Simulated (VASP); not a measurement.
# RbH3 (Cmmm) in VASP: notebook, part 2 of 2

VASP 6.6.1.

**3. Single point, PBE**

The input, INCAR:

```
  PREC = Accurate
  ENCUT = 520
  EDIFF = 1E-7
  ISMEAR = 0
  SIGMA = 0.02
  LREAL = F
  LASPH = T
  NELM = 100
  ALGO = Normal
  ISIF = 2
  LWAVE = F
  LCHARG = F
  GGA = PE
  NBANDS = 14
```

The input, KPOINTS:

```
Automatic mesh
0
Gamma
  8 8 6
```

The input, POSCAR:

```
RbH3
1.0
    2.6129658906     -2.6281198526      0.0000000000
    2.6129658906      2.6281198526      0.0000000000
    0.0000000000      0.0000000000      4.9657113341
Rb H
1 3
Direct
    0.0000000000      0.0000000000      0.0000000000
    0.5000000000      0.5000000000      0.2876473655
    0.5000000000      0.5000000000      0.5000000000
    0.5000000000      0.5000000000      0.7123526345
```

Potentials or basis: VASP PAW PBE potentials, release 64 (Rb_sv, H).

Command:

```
$ cat potpaw_PBE.64/Rb_sv/POTCAR potpaw_PBE.64/H/POTCAR > POTCAR
$ mpirun -np 1 vasp_std > vasp.out
```

OUTCAR:

```text
PREC = Accurate
   ENCUT = 520
   EDIFF = 1E-7
   ISMEAR = 0
   LREAL = F
   LASPH = T
   NELM = 100
   ISIF = 2
   GGA = PE

 ion  position               nearest neighbor table
   1  0.000  0.000  0.000-   2 2.98   4 2.98   2 2.98   4 2.98   2 2.99   4 2.99   2 2.99   4 2.99

   2  0.500  0.500  0.288-   1 2.98   1 2.98   1 2.99   1 2.99
   3  0.500  0.500  0.500-
   4  0.500  0.500  0.712-   1 2.98   1 2.98   1 2.99   1 2.99

  LATTYP: Found a base centered orthorhombic cell.
[... 600 lines left out ...]
     13       8.9975      0.00000
     14       9.5190      0.00000

 [... further k-points ...]
[... 5 lines left out ...]
  --------------------------------------------------------------------------------------
  -------------------------------------------------------------------------------------
  Total       -0.0080060     -0.0357411     -0.0421834      0.0000000      0.0000000      0.0000000
  in kB       -0.1880768     -0.8396302     -0.9909736      0.0000000      0.0000000      0.0000000
  external PRESSURE =      -0.6728935 kB  Pullay stress =       0.0000000 kB

 VOLUME and BASIS-vectors are now :
 -----------------------------------------------------------------------------
  energy-cutoff  :      520.00
  volume of cell :       68.20
      direct lattice vectors                 reciprocal lattice vectors
     2.612965891 -2.628119853  0.000000000     0.191353435 -0.190250075  0.000000000
     2.612965891  2.628119853  0.000000000     0.191353435  0.190250075  0.000000000
     0.000000000  0.000000000  4.965711334     0.000000000  0.000000000  0.201381017

 POSITION                                       TOTAL-FORCE (eV/Angst)
 -----------------------------------------------------------------------------------
      0.00000      0.00000      0.00000        -0.000000      0.000000     -0.000000
      2.61297      0.00000      1.42837         0.000000      0.000000      0.012207
      2.61297      0.00000      2.48286        -0.000000     -0.000000     -0.000000
      2.61297      0.00000      3.53734        -0.000000      0.000000     -0.012207
 -----------------------------------------------------------------------------------
    total drift:                                0.000000      0.000000     -0.000000

  FREE ENERGIE OF THE ION-ELECTRON SYSTEM (eV)
  ---------------------------------------------------
  free  energy   TOTEN  =       -10.8318695780 eV

  energy  without entropy=      -10.8318695780  energy(sigma->0) =      -10.83186958
```

OSZICAR:

```text
N       E                     dE             d eps       ncg     rms          rms(c)
DAV:   1     0.362967334670E+02    0.36297E+02   -0.51103E+03  2352   0.728E+02
DAV:   2    -0.925502209629E+01   -0.45552E+02   -0.43063E+02  3030   0.130E+02
DAV:   3    -0.118662397706E+02   -0.26112E+01   -0.26048E+01  3384   0.290E+01
DAV:   4    -0.119405106602E+02   -0.74271E-01   -0.74266E-01  3080   0.410E+00
DAV:   5    -0.119418035621E+02   -0.12929E-02   -0.12929E-02  3296   0.438E-01    0.495E+00
DAV:   6    -0.110922455568E+02    0.84956E+00   -0.44122E-01  2870   0.312E+00    0.270E+00
DAV:   7    -0.108120042177E+02    0.28024E+00   -0.71777E-01  2942   0.357E+00    0.106E+00
DAV:   8    -0.108383531248E+02   -0.26349E-01   -0.92181E-02  2694   0.145E+00    0.442E-01
DAV:   9    -0.108314035112E+02    0.69496E-02   -0.12359E-02  2960   0.506E-01    0.106E-01
DAV:  10    -0.108318875499E+02   -0.48404E-03   -0.21321E-03  2678   0.246E-01    0.327E-02
DAV:  11    -0.108318725933E+02    0.14957E-04   -0.22796E-04  2850   0.628E-02    0.238E-02
DAV:  12    -0.108318695403E+02    0.30529E-05   -0.17939E-05  2880   0.231E-02    0.268E-03
DAV:  13    -0.108318695520E+02   -0.11658E-07   -0.14809E-06  2956   0.593E-03    0.156E-03
DAV:  14    -0.108318695780E+02   -0.26010E-07   -0.21609E-07  2924   0.234E-03
   1 F= -.10831870E+02 E0= -.10831870E+02  d E =-.358680E-38
```

stdout:

```text
POSCAR found type information on POSCAR RbH
 POSCAR found :  2 types and       4 ions
 scaLAPACK will be used
 LDA part: xc-table for (Slater+PW92), standard interpolation
 POSCAR, INCAR and KPOINTS ok, starting setup
 FFT: planning ... GRIDC
 FFT: planning ... GRID_SOFT
 FFT: planning ... GRID
 WAVECAR not read
 entering main loop
```

It took 32 s on 1 thread of AMD EPYC 9R45 (Zen 5), shared host; peak memory 0.19 GiB.

What came out:

```yaml
Free_energy: -10.8319 eV
Pressure: -0.1 GPa
Largest_force: 0.012 eV/Å
Band_gap_on_the_k_mesh: 1.81 eV, indirect (least direct gap 2.31 eV)
```

Forces on the atoms (eV/Å):
```
Rb   0.000  0.000  0.000
H    0.000  0.000  0.012
H    0.000  0.000  0.000
H    0.000  0.000 -0.012
```

Levels at points of the mesh, in eV from the valence-band top:
| k point | band 2 | band 3 | band 4 | band 5 | band 6 | band 7 | band 8 | band 9 | band 10 | band 11 |
| --- | --- | --- | --- | --- | --- | --- | --- | --- | --- | --- |
| (0.00, 0.00, 0.00) | -11.62 | -11.21 | -11.21 | -6.85 | -0.47 | 1.85 | 4.18 | 4.30 | 8.06 | 8.08 |
| (0.50, 0.00, 0.00) | -12.03 | -11.50 | -11.13 | -6.21 | -0.73 | 1.81 | 4.62 | 4.87 | 6.47 | 7.76 |
| (0.50, 0.50, 0.00) | -11.84 | -11.83 | -11.41 | -6.22 | 0.00 | 2.81 | 4.83 | 4.88 | 4.93 | 5.18 |
| (0.00, 0.00, 0.50) | -11.72 | -11.21 | -11.21 | -6.33 | -2.50 | 4.47 | 5.64 | 6.12 | 6.91 | 6.94 |
| (0.50, 0.00, 0.50) | -11.99 | -11.55 | -11.13 | -6.29 | -1.10 | 3.44 | 3.86 | 5.14 | 6.79 | 7.35 |
| (0.50, 0.50, 0.50) | -11.83 | -11.82 | -11.45 | -5.95 | -1.74 | 3.29 | 3.32 | 7.21 | 7.61 | 7.66 |

**4. Relaxation of cell and atoms, PBE**

This run uses another cell than the first one, of 17.18 Å³/atom, 1.007 times its volume.

The input, INCAR:

```
  PREC = Accurate
  ENCUT = 600
  EDIFF = 1E-7
  ISMEAR = 0
  SIGMA = 0.02
  LREAL = F
  LASPH = T
  NELM = 100
  ALGO = Normal
  ISIF = 3
  LWAVE = F
  LCHARG = F
  GGA = PE
  IBRION = 2
  NSW = 100
  EDIFFG = -0.01
```

KPOINTS is that of step 3.

The input, POSCAR:

```
RbH3
1.0
    2.6050155716     -2.6317063210      0.0000000000
    2.6050155716      2.6317063210      0.0000000000
    0.0000000000      0.0000000000      5.0107238678
Rb H
1 3
Direct
    0.0000000000      0.0000000000      0.0000000000
    0.5000000000      0.5000000000      0.2892701629
    0.5000000000      0.5000000000      0.5000000000
    0.5000000000      0.5000000000      0.7107298371
```

Command:

```
$ cat potpaw_PBE.64/Rb_sv/POTCAR potpaw_PBE.64/H/POTCAR > POTCAR
$ mpirun -np 1 vasp_std > vasp.out
```

Wall time 1.8 min (1 thread of AMD EPYC 9R45 (Zen 5), shared host); peak memory 0.21 GiB.

Results (log left out):

* Free energy: -10.8328 eV
* Relaxed volume: 17.05 Å³/atom
* Relaxed cell: a = 3.707 Å, b = 3.707 Å, c = 4.963 Å, α = 90.00°, β = 90.00°, γ = 90.26°
* Space group after relaxing (to 0.05 Å): P4/mmm (No. 123)
* Energy gained by relaxing: 0.2 meV/atom
* Ionic steps: 7
* Pressure after relaxing: 0.0 GPa
* Band gap on the k mesh: 1.81 eV, indirect (least direct gap 2.31 eV)

Step by step:
```
step  energy change (eV)  largest force (eV/Å)  pressure (GPa)  volume (Å³)
   1              0.0000                0.0207           -0.11        68.70
   2             -0.0003                0.0133           -0.05        68.58
   3             -0.0003                0.0328           -0.01        68.51
   4             -0.0005                0.0276           -0.01        68.46
   5             -0.0007                0.0119            0.00        68.31
   6             -0.0006                0.0187            0.01        68.01
   7             -0.0008                0.0004            0.00        68.20
```

Final structure:
```
Rb H
1.0
     2.61514   -2.62717    0.00000
     2.61514    2.62717    0.00000
     0.00000    0.00000    4.96329
Rb H
1 3
Direct
  0.00000 0.00000 0.00000
  0.50000 0.50000 0.28776
  0.50000 0.50000 0.50000
  0.50000 0.50000 0.71224
```

Levels at points of the mesh, in eV from the valence-band top:
| k point | band 2 | band 3 | band 4 | band 5 | band 6 | band 7 | band 8 | band 9 | band 10 |
| --- | --- | --- | --- | --- | --- | --- | --- | --- | --- |
| (0.00, 0.00, 0.00) | -11.62 | -11.21 | -11.21 | -6.85 | -0.46 | 1.84 | 4.17 | 4.30 | 8.05 |
| (0.50, 0.00, 0.00) | -12.03 | -11.50 | -11.14 | -6.22 | -0.73 | 1.81 | 4.62 | 4.87 | 6.46 |
| (0.50, 0.50, 0.00) | -11.84 | -11.83 | -11.41 | -6.23 | 0.00 | 2.81 | 4.83 | 4.87 | 4.92 |
| (0.00, 0.00, 0.50) | -11.73 | -11.21 | -11.21 | -6.34 | -2.50 | 4.46 | 5.64 | 6.11 | 6.91 |
| (0.50, 0.00, 0.50) | -12.00 | -11.56 | -11.14 | -6.30 | -1.10 | 3.43 | 3.85 | 5.14 | 6.78 |
| (0.50, 0.50, 0.50) | -11.83 | -11.83 | -11.45 | -5.96 | -1.75 | 3.29 | 3.32 | 7.21 | 7.61 |

A k mesh can miss the band edges. Expect the measured gap to be larger: semilocal functionals such as PBE lack the derivative discontinuity.
